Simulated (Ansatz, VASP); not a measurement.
One calculation of GaP, two programs

```
CELL_PARAMETERS angstrom
1.78757 1.03206 5.91635
-1.78757 1.03206 5.91635
0.00000 -2.06411 5.91635
ATOMIC_POSITIONS crystal
Ga 0.43537 0.43537 0.43537
Ga 0.56463 0.56463 0.56463
P 0.05739 0.05739 0.05739
P 0.94261 0.94261 0.94261
```

Change from the starting cell: strain -0.080 along x and y, -0.080 along z, atoms carried along.

Alike in both runs: task single point; functional PBEsol; k mesh 9 × 9 × 9; occupations gaussian, width 0.05 eV; no spin polarisation.

|  | VASP | Ansatz |
| --- | --- | --- |
| version | VASP 6.6.1 | Ansatz 0.2.0 |
| potentials or method | VASP PAW PBE potentials, release 64 (Ga_d, P), cutoff 520 eV | scalar-relativistic, plane waves, PAW |
| valence electrons in the cell | 36 | 36 |

VASP gave:

| Quantity | Value |
| --- | --- |
| gap on the k mesh at the Fermi level (eV) | 0.44 |
| least direct gap on the mesh (eV) | 1.57 |
| pressure (GPa) | 26.6 |
| traceless stress, the component that is largest in VASP (GPa) | 3.44 |
| rms of the force components (eV/Å) | 0.459 |

Which values does Ansatz return?

gap on the k mesh at the Fermi level (eV): 0.43; least direct gap on the mesh (eV): 1.56; pressure (GPa): 26.8; traceless stress, the component that is largest in VASP (GPa): 3.42; rms of the force components (eV/Å): 0.467.

VASP's potentials were made for PBE, not for PBEsol. Atom by atom the forces differ by 0.008 eV/Å (rms over components). With one functional, cell and mesh, what is left measures potentials, basis and numerics.
